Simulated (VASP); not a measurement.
Set up this calculation in VASP 6.6.1, as the native input.

| Quantity | Value |
| --- | --- |
| Task | single point |
| Functional | PBE |
| Potentials or basis | VASP PAW PBE potentials, release 64 (Hf_pv, O) |
| Cutoff | 520 eV |
| k mesh | 8 × 8 × 8 |
| Occupations | gaussian, width 0.05 eV |
| Spin | no spin polarisation |
| Dipole correction | no |
| Further INCAR settings | ALGO = Normal; EDIFF = 1e-06; NBANDS = 18 |

The structure of HfO2 lies in POSCAR:

```
HfO2
1.0
    0.0000000000      2.4808633075      2.5489194570
    2.4469626787      0.0000000000      2.5489194570
    2.4469626787      2.4808633075      0.0000000000
Hf O
1 2
Direct
    0.0000000000      0.0000000000      0.0000000000
    0.2500000000      0.2500000000      0.2500000000
    0.7500000000      0.7500000000      0.7500000000
```

This cell differs from its parent crystal: normal strain along x -0.0400, normal strain along y -0.0267.

One way to write it, as run:

INCAR

```
SYSTEM = HfO2
ALGO = Normal
EDIFF = 1E-6
ENCUT = 520
GGA = PE
ISIF = 2
ISMEAR = 0
LASPH = .True.
LCHARG = .False.
LREAL = .False.
LWAVE = .False.
NBANDS = 18
NELM = 60
PREC = Accurate
SIGMA = 0.05
```

KPOINTS

```
k-points
0
Gamma
  8 8 8
  0 0 0
```

Potentials or basis: VASP PAW PBE potentials, release 64 (Hf_pv, O).

Launch:

```bash
$ cat potpaw_PBE.64/Hf_pv/POTCAR potpaw_PBE.64/O/POTCAR > POTCAR
$ mpirun -np 1 vasp_std > vasp.out
```

It gave:

- Pressure: 15.0 GPa
- Band gap on the k mesh: 3.52 eV, indirect (least direct gap 3.68 eV)

Caveat: the cell differs from its parent crystal (normal strain along x -0.0400, normal strain along y -0.0267); spin-orbit coupling is left out, which moves the levels of the heavy elements.

It took 44 s on 1 thread of Intel Xeon 6975P-C, on a shared host, peak memory 0.19 GiB.
